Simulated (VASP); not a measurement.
# Ti2NbB3 (P4/mmm) in VASP: relaxation of cell and atoms with PBE

Aim: the relaxation of cell and atoms of Ti2NbB3 with PBE.

All numbers are computed with VASP 6.6.1; they aren't measurements. Logs are shortened: lines on timing, memory, paths and dates and some standing lists are left out, and cuts for length are marked.

## 1. The cell of the first run

The structure is tetragonal, space group P4/mmm (No. 123). The conventional cell has a = 3.430 Å, b = 3.430 Å, c = 7.566 Å, α = 90.00°, β = 90.00°, γ = 90.00°. Ti (site symmetry 4/mmm) has 12 B at 2.43 to 2.89 Å within 3.2 Å. Ti (site symmetry 4/mmm) has 4 Nb at 2.43 Å and 8 B at 3.29 Å and 4 Ti at 3.43 Å within 3.5 Å. Nb (site symmetry 4/mmm) has 2 B at 2.22 Å and 4 Ti at 2.43 Å within 2.9 Å. B (site symmetry 4mm) has 1 B at 1.56 Å within 2.1 Å. Within 2.1 Å of B (site symmetry 4/mmm) lie 2 B at 1.56 Å.

The cell was generated, and may not be a known phase.

## 2. Relaxation of cell and atoms, PBE

The input, INCAR:

```
  ALGO = Normal
  EDIFF = 1E-6
  EDIFFG = -0.01
  ENCUT = 600
  GGA = PE
  IBRION = 2
  ISIF = 3
  ISMEAR = 0
  LASPH = T
  LCHARG = F
  LREAL = F
  LWAVE = F
  NELM = 80
  NSW = 100
  PREC = Accurate
  SIGMA = 0.1
```

The input, KPOINTS:

```
k-points
0
Gamma
  12 12 6
```

The input, POSCAR:

```
Ti2NbB3
1.0
    3.4303487774      0.0000000000      0.0000000000
    0.0000000000      3.4303487774      0.0000000000
    0.0000000000      0.0000000000      7.5658076593
Ti Nb B
2 1 3
Direct
    0.0000000000      0.0000000000      0.5000000000
    0.0000000000      0.0000000000      0.0000000000
    0.5000000000      0.5000000000      0.0000000000
    0.5000000000      0.5000000000      0.7067288578
    0.5000000000      0.5000000000      0.2932711422
    0.5000000000      0.5000000000      0.5000000000
```

Potentials or basis: VASP PAW PBE potentials, release 64 (Ti_sv, Nb_sv, B).

Command:

```console
$ cat potpaw_PBE.64/Ti_sv/POTCAR potpaw_PBE.64/Nb_sv/POTCAR potpaw_PBE.64/B/POTCAR > POTCAR
$ mpirun -np 1 vasp_std > vasp.out
```

OUTCAR:

```text
EDIFF = 1E-6
   EDIFFG = -0.01
   ENCUT = 600
   GGA = PE
   IBRION = 2
   ISIF = 3
   ISMEAR = 0
   LASPH = T
   LREAL = F
   NELM = 80
   NSW = 100
   PREC = Accurate

 ion  position               nearest neighbor table
   1  0.000  0.000  0.500-   6 2.43   6 2.43   6 2.43   6 2.43
   2  0.000  0.000  0.000-   3 2.43   3 2.43   3 2.43   3 2.43
   3  0.500  0.500  0.000-   4 2.22   5 2.22   2 2.43   2 2.43   2 2.43   2 2.43
   4  0.500  0.500  0.707-   6 1.56   3 2.22
   5  0.500  0.500  0.293-   6 1.56   3 2.22
   6  0.500  0.500  0.500-   4 1.56   5 1.56   1 2.43   1 2.43   1 2.43   1 2.43

  LATTYP: Found a simple tetragonal cell.
 ALAT       =     3.4303487774
 C/A-ratio  =     2.2055505578

  Lattice vectors:

 A1 = (   3.4303487774,   0.0000000000,   0.0000000000)
 A2 = (   0.0000000000,   3.4303487774,   0.0000000000)
 A3 = (   0.0000000000,   0.0000000000,   7.5658076593)

Analysis of symmetry for initial positions (statically):
=====================================================================
 Subroutine PRICEL returns:
 Original cell was already a primitive cell.

 Routine SETGRP: Setting up the symmetry group for a
 simple tetragonal supercell.

 Subroutine GETGRP returns: Found 16 space group operations
 (whereof 16 operations were pure point group operations)
 out of a pool of 16 trial point group operations.

The static configuration has the point symmetry D_4h.

Analysis of symmetry for dynamics (positions and initial velocities):
=====================================================================
 Subroutine PRICEL returns:
 Original cell was already a primitive cell.

 Routine SETGRP: Setting up the symmetry group for a
 simple tetragonal supercell.

 Subroutine GETGRP returns: Found 16 space group operations
 (whereof 16 operations were pure point group operations)
 out of a pool of 16 trial point group operations.

The dynamic configuration has the point symmetry D_4h.

 Subroutine INISYM returns: Found 16 space group operations
 (whereof 16 operations are pure point group operations),
 and found     1 'primitive' translations

----------------------------------------------------------------------------------------

                                     Primitive cell

  volume of cell :      89.0291

[... 102 lines left out ...]
   ISIF   =      3    stress and relaxation
   ISYM   =      2    0-nonsym 1-usesym 2-fastsym
   POTIM  = 0.5000    time-step for ionic-motion
   TEBEG  =    0.0;   TEEND  =   0.0 temperature during run
   PSTRESS=    0.0 pullay stress
   NELECT =      46.0000    total number of electrons
   NUPDOWN=      -1.0000    fix difference up-down
   EMIN   =  10.00;   EMAX   =-10.00  energy-range for DOS
   EFERMI =   0.00;   METHOD = LEGACY
   ISMEAR =     0;   SIGMA  =   0.10  broadening in eV -4-tet -1-fermi 0-gaus
   EFERMI_NEDOS =   21; number of points for ismear=-14 and -15
   IALGO  =     38    algorithm
   IMIX   =      4    mixing-type and parameters
     AMIX     =   0.40;   BMIX     =  1.00
     AMIX_MAG =   1.60;   BMIX_MAG =  1.00
  volume/ion in A,a.u.               =      14.84       100.13
  Fermi-wavevector in a.u.,A,eV,Ry     =   1.313662  2.482460 23.479665  1.725707
  Thomas-Fermi vector in A             =   2.443969
   LORBIT       =      0    0 simple, 1 ext, 2 COOP (PROOUT), +10 PAW based schemes
   GGA     = PE    functional components
   LHFCALC =     F    Hartree Fock is set to
   AEXX    =    0.0000 exact exchange contribution
   IVDW    =     0    specifies the selected vdW correction
   LEPSILON=     F    determine dielectric tensor
   LRPA    =     F    only Hartree local field effects (RPA)
 conjugate gradient relaxation of ions
 non-spin polarized calculation
 Gauss-broadening in eV      SIGMA  =   0.10
  energy-cutoff  :      600.00
  volume of cell :       89.03
 maximum number of plane-waves:      3004
 NGX is ok and might be reduce to    28
   NGX = 13   NGY = 13   NGZ = 31

--------------------------------------- Ionic step        1  -------------------------------------------

 number of electron      45.9999998 magnetization

 Free energy of the ion-electron system (eV)
  ---------------------------------------------------
  ext. energy  EPLUGINS =         0.00000000
  ---------------------------------------------------
  free energy    TOTEN  =       -41.11799299 eV

  energy without entropy =      -41.08492267  energy(sigma->0) =      -41.10145783

------------------------ aborting loop because EDIFF is reached ----------------------------------------

  FORCE on cell =-STRESS in cart. coord.  units (eV):
  Direction    XX          YY          ZZ          XY          YZ          ZX
  --------------------------------------------------------------------------------------
  -------------------------------------------------------------------------------------
  Total        0.2704913      0.2704913     -0.0705990      0.0000000      0.0000000      0.0000000
  in kB        4.8677915      4.8677915     -1.2705077      0.0000000      0.0000000      0.0000000
  external PRESSURE =       2.8216917 kB  Pullay stress =       0.0000000 kB
[... 67 lines left out ...]
--------------------------------------- Ionic step        3  -------------------------------------------

 number of electron      45.9999996 magnetization

 Free energy of the ion-electron system (eV)
  ---------------------------------------------------
  ext. energy  EPLUGINS =         0.00000000
  ---------------------------------------------------
  free energy    TOTEN  =       -41.11857452 eV

  energy without entropy =      -41.08529804  energy(sigma->0) =      -41.10193628

 E-fermi :   6.2876     XC(G=0): -10.7971

 val. band max:        6.2869570610   @ k =   0.5000   0.5000   0.1667
 cond. band min:       6.2906234423   @ k =   0.1667   0.0833   0.5000
 fundamental gap:      0.0036663813
 Fermi energy:         6.2876484887

 k-point     1 :       0.0000    0.0000    0.0000
  band No.  band energies     occupation
      1     -51.4196      2.00000
      2     -50.2284      2.00000
      3     -47.5451      2.00000
      4     -27.7258      2.00000
      5     -27.5627      2.00000
      6     -27.5627      2.00000
[... 709 lines left out ...]
     26       6.7424      0.00000
     27       7.9401      0.00000

 [... further k-points ...]

------------------------ aborting loop because EDIFF is reached ----------------------------------------

  FORCE on cell =-STRESS in cart. coord.  units (eV):
  Direction    XX          YY          ZZ          XY          YZ          ZX
  --------------------------------------------------------------------------------------
  -------------------------------------------------------------------------------------
  Total       -0.0068314     -0.0068314     -0.0329855      0.0000000      0.0000000     -0.0000000
  in kB       -0.1225596     -0.1225596     -0.5917813      0.0000000      0.0000000     -0.0000000
  external PRESSURE =      -0.2789668 kB  Pullay stress =       0.0000000 kB
[... 21 lines left out ...]
  FREE ENERGIE OF THE ION-ELECTRON SYSTEM (eV)
  ---------------------------------------------------
  free  energy   TOTEN  =       -41.1185745170 eV

  energy  without entropy=      -41.0852980386  energy(sigma->0) =      -41.10193628

 reached required accuracy - stopping structural energy minimisation
```

CONTCAR:

```text
Ti2NbB3
   1.00000000000000
     3.4364419849390280    0.0000000000000000    0.0000000000000000
     0.0000000000000000    3.4364419849390280    0.0000000000000000
     0.0000000000000000    0.0000000000000000    7.5623000732814880
  Ti              Nb              B
     2     1     3
Direct
     0.0000000000000000    0.0000000000000000    0.5000000000000000
     0.0000000000000000    0.0000000000000000    1.0000000000000000
     0.5000000000000000    0.5000000000000000    1.0000000000000000
     0.5000000000000000    0.5000000000000000    0.7069737254268682
     0.5000000000000000    0.5000000000000000    0.2930262745731317
     0.5000000000000000    0.5000000000000000    0.5000000000000000

  0.00000000E+00  0.00000000E+00  0.00000000E+00
  0.00000000E+00  0.00000000E+00  0.00000000E+00
  0.00000000E+00  0.00000000E+00  0.00000000E+00
  0.00000000E+00  0.00000000E+00  0.00000000E+00
  0.00000000E+00  0.00000000E+00  0.00000000E+00
  0.00000000E+00  0.00000000E+00  0.00000000E+00
```

Run time: 7.6 min. Hardware: 1 thread of Intel Xeon 6975P-C (Granite Rapids), shared host; peak memory 0.46 GiB.

Results:

| Property | Result |
| --- | --- |
| Free energy | -41.1186 eV |
| Relaxed volume | 14.88 Å³/atom |
| Relaxed cell | a = 3.436 Å, b = 3.436 Å, c = 7.562 Å, α = 90.00°, β = 90.00°, γ = 90.00° |
| Space group after relaxing (to 0.1 Å) | P4/mmm (No. 123) |
| Energy gained by relaxing | 0.1 meV/atom |
| Ionic steps | 3 |
| Pressure after relaxing | 0.0 GPa |
| Band gap on the k mesh | zero (bands 23 and 24 overlap by 1.74 eV) |

Step by step:
```csv
step,energy change (eV),largest force (eV/Å),pressure (GPa),volume (Å³)
1,0.0000,0.0470,0.28,89.03
2,-0.0006,0.0103,-0.09,89.37
3,-0.0006,0.0004,-0.03,89.30
```

Final structure:
```yaml
crystal:
  lattice:
    - [3.43644, 0.00000, 0.00000]
    - [0.00000, 3.43644, 0.00000]
    - [0.00000, 0.00000, 7.56230]
  atoms:
    - { symbol: Ti, position: [0.00000, 0.00000, 0.50000] }
    - { symbol: Ti, position: [0.00000, 0.00000, 0.00000] }
    - { symbol: Nb, position: [0.50000, 0.50000, 0.00000] }
    - { symbol: B, position: [0.50000, 0.50000, 0.70697] }
    - { symbol: B, position: [0.50000, 0.50000, 0.29303] }
    - { symbol: B, position: [0.50000, 0.50000, 0.50000] }
```
